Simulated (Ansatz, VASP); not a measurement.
## Ir in VASP and in Ansatz

File INCAR:

```
SYSTEM = Ir
ALGO = Normal
EDIFF = 1E-6
ENCUT = 560
GGA_COMPAT = .FALSE.
ISIF = 2
ISMEAR = 0
LASPH = .TRUE.
LCHARG = .FALSE.
LREAL = .FALSE.
LWAVE = .FALSE.
NBANDS = 14
NELM = 120
PREC = Accurate
SIGMA = 0.15
```

File KPOINTS:

```
k-points
0
G
  22 22 22
  0 0 0
```

File POSCAR:

```
Ir
1.0
    0.0000000000      1.9197000000      1.7661240000
    1.9197000000      0.0000000000      1.7661240000
    1.9197000000      1.9197000000      0.0000000000
Ir
1
Direct
    0.0000000000      0.0000000000      0.0000000000
```

Input for Ansatz:

```yaml
crystal:
  lattice:
    - [0.0, 1.9197, 1.766124]
    - [1.9197, 0.0, 1.766124]
    - [1.9197, 1.9197, 0.0]
  atoms:
    - { symbol: Ir, position: [0.0, 0.0, 0.0] }
basis:
  ecutwfc: 420
kpoints:
  mp_grid: { grid: [22, 22, 22] }
hamiltonian:
  xc: lda
scf:
  occupations: { method: gaussian, width: 0.15 }
output:
  forces: true
  stress: true
  eigenvalues: true
```

Change from the starting cell: strain +0.000 along x and y, -0.080 along z, atoms carried along.

Alike in both runs: task single point; functional LDA; k mesh 22 × 22 × 22; occupations gaussian, width 0.15 eV; no spin polarisation.

|  | VASP | Ansatz |
| --- | --- | --- |
| version | VASP 6.6.1 | Ansatz 0.2.0 |
| potentials or method | VASP PAW LDA potentials, release 64 (Ir_sv_GW), cutoff 560 eV | scalar-relativistic, plane waves, PAW |
| valence electrons in the cell | 17 | 17 |

VASP gave:

| Property | Result |
| --- | --- |
| gap on the k mesh at the Fermi level (eV) | none |
| pressure (GPa) | 30.5 |
| traceless stress, the component that is largest in VASP (GPa) | 23.97 |

Question: Which values does Ansatz return?

Answer: gap on the k mesh at the Fermi level (eV): none; pressure (GPa): 30.7; traceless stress, the component that is largest in VASP (GPa): 24.10.

LDA's correlation is that of Perdew and Zunger in VASP and of Perdew and Wang (1992) in Ansatz. A gap of «none» marks a metal or a gap that the smearing closes. Both programs put the cell under a high pressure, so it lies far from rest at this level.

Spin-orbit coupling is off throughout.
